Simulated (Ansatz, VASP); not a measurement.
## Si: VASP beside Ansatz

```
Si
1.0
    -3.33678    3.33678    1.85125
     3.33678   -3.33678    1.85125
     3.33678    3.33678   -1.85125
Si
4
Direct
  0.17873 0.17873 0.35746
  0.82127 0.82127 0.64254
  0.17873 0.82127 0.00000
  0.82127 0.17873 0.00000
```

Alike in both runs: task single point; functional PBEsol; k mesh 12 × 12 × 12; occupations gaussian, width 0.03 eV; no spin polarisation.

|  | VASP | Ansatz |
| --- | --- | --- |
| version | VASP 6.6.1 | Ansatz 0.2.0 |
| potentials or method | VASP PAW PBE potentials, release 64 (Si), cutoff 520 eV | scalar-relativistic, plane waves, PAW |
| valence electrons in the cell | 16 | 16 |

|  | VASP | Ansatz | Ansatz less VASP |
| --- | --- | --- | --- |
| gap on the k mesh at the Fermi level (eV) | 0.11 | 0.11 | +0.004 |
| least direct gap on the mesh (eV) | 0.77 | 0.77 | +0.006 |
| pressure (GPa) | 2.9 | 2.8 | -0.12 |
| traceless stress, the component that is largest in VASP (GPa) | 5.25 | 5.23 | -0.019 |
| rms of the force components (eV/Å) | 0.264 | 0.264 | -0.0002 |

VASP's potentials were made for PBE, not for PBEsol, and Ansatz warns of the same on its side. Atom by atom the forces differ by 0.000 eV/Å (rms over components).
